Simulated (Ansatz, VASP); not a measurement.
## BAs in VASP and in Ansatz

```xyz
2
Lattice="0.0000 2.3500 2.4675 2.3500 0.0000 2.4675 2.3500 2.3500 0.0000" Properties=species:S:1:pos:R:3 pbc="T T T"
B     0.0000    0.0000    0.0000
As    3.5250    3.5250    3.7012
```

Alike in both runs: task single point; functional r2SCAN; k mesh 12 × 12 × 12; occupations gaussian, width 0.05 eV; no spin polarisation.

|  | VASP | Ansatz |
| --- | --- | --- |
| version | VASP 6.6.1 | Ansatz 0.2.0 |
| potentials or method | VASP PAW PBE potentials, release 64 (B, As), cutoff 520 eV | scalar-relativistic, plane waves, PAW |
| valence electrons in the cell | 8 | 18 |

```tsv
	VASP	Ansatz	Ansatz less VASP
gap on the k mesh at the Fermi level (eV)	0.99	0.99	0.000
least direct gap on the mesh (eV)	3.17	3.17	-0.004
pressure (GPa)	0.9	0.6	-0.25
traceless stress, the component that is largest in VASP (GPa)	-7.79	-7.80	-0.012
```

VASP's potentials were made for PBE, not for r2SCAN. VASP's potentials hold 8 valence electrons a cell and Ansatz's 18, so a difference there can come from the potentials and not from the codes.
